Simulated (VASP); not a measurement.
Set up this calculation in VASP 6.6.1, as the native input.

| Quantity | Value |
| --- | --- |
| Task | single point |
| Functional | r2SCAN |
| Potentials or basis | VASP PAW PBE potentials, release 64 (As, Pt) |
| Cutoff | 550 eV |
| k mesh | 4 × 4 × 4 |
| Occupations | gaussian, width 0.01 eV |
| Spin | no spin polarisation |
| Dipole correction | no |
| Further INCAR settings | ALGO = Normal; EDIFF = 1e-06; NBANDS = 52 |

As2Pt:

```
CELL_PARAMETERS angstrom
6.00938 0.00000 0.00000
0.00000 6.00938 0.00000
0.00000 0.00000 6.00938
ATOMIC_POSITIONS crystal
As 0.38405 0.38405 0.38405
As 0.11595 0.61595 0.88405
As 0.88405 0.11595 0.61595
As 0.61595 0.88405 0.11595
As 0.61595 0.61595 0.61595
As 0.88405 0.38405 0.11595
As 0.11595 0.88405 0.38405
As 0.38405 0.11595 0.88405
Pt 0.00000 0.00000 0.00000
Pt 0.50000 0.00000 0.50000
Pt 0.50000 0.50000 0.00000
Pt 0.00000 0.50000 0.50000
```

These files were run (other wordings do the same):

POSCAR

```
As2Pt
1.0
    6.0093797529      0.0000000000      0.0000000000
    0.0000000000      6.0093797529      0.0000000000
    0.0000000000      0.0000000000      6.0093797529
As Pt
8 4
Direct
    0.3840512993      0.3840512993      0.3840512993
    0.1159487007      0.6159487007      0.8840512993
    0.8840512993      0.1159487007      0.6159487007
    0.6159487007      0.8840512993      0.1159487007
    0.6159487007      0.6159487007      0.6159487007
    0.8840512993      0.3840512993      0.1159487007
    0.1159487007      0.8840512993      0.3840512993
    0.3840512993      0.1159487007      0.8840512993
    0.0000000000      0.0000000000      0.0000000000
    0.5000000000      0.0000000000      0.5000000000
    0.5000000000      0.5000000000      0.0000000000
    0.0000000000      0.5000000000      0.5000000000
```

INCAR.step1

```
SYSTEM = As2Pt
  PREC = Accurate
  ENCUT = 550
  ISMEAR = 0
  SIGMA = 0.01
  LREAL = .False.
  LASPH = .True.
  NELM = 120
  NBANDS = 52
  GGA = PE
  ALGO = Normal
  EDIFF = 1E-5
  LWAVE = .True.
  LCHARG = .False.
  GGA_COMPAT = .False.
```

INCAR.step2

```
SYSTEM = As2Pt
  PREC = Accurate
  ENCUT = 550
  EDIFF = 1E-6
  ISMEAR = 0
  SIGMA = 0.01
  LREAL = .False.
  LASPH = .True.
  NELM = 120
  ALGO = Normal
  ISIF = 2
  LWAVE = .False.
  LCHARG = .True.
  METAGGA = R2SCAN
  LMIXTAU = .True.
  LELF = .True.
  LVHAR = .True.
  NBANDS = 52
  ISTART = 1
  GGA_COMPAT = .False.
```

KPOINTS

```
regular mesh
0
Gamma
  4 4 4
  0 0 0
```

Potentials or basis: VASP PAW PBE potentials, release 64 (As, Pt).

The run is started by

```sh
$ cat potpaw_PBE.64/As/POTCAR potpaw_PBE.64/Pt/POTCAR > POTCAR
$ cp INCAR.step1 INCAR
$ mpirun -np 1 vasp_std > vasp.out
$ cp INCAR.step2 INCAR
$ mpirun -np 1 vasp_std > vasp.out
```

It gave:

```json
{
 "Pressure": "0.0 GPa",
 "Largest force": "0.012 eV/Å",
 "Band gap on the k mesh": "0.65 eV (least direct gap 1.11 eV)"
}
```

Caveat: the PAW data sets were made with another functional, which shifts forces and pressure a little; spin-orbit coupling is left out, which moves the levels of the heavy elements.

Run time: 8 min on 1 thread of Intel(R) Xeon(R) Platinum 8259CL CPU @ 2.50GHz (Skylake/Cascade Lake), with other jobs on the host, peak memory 0.42 GiB.
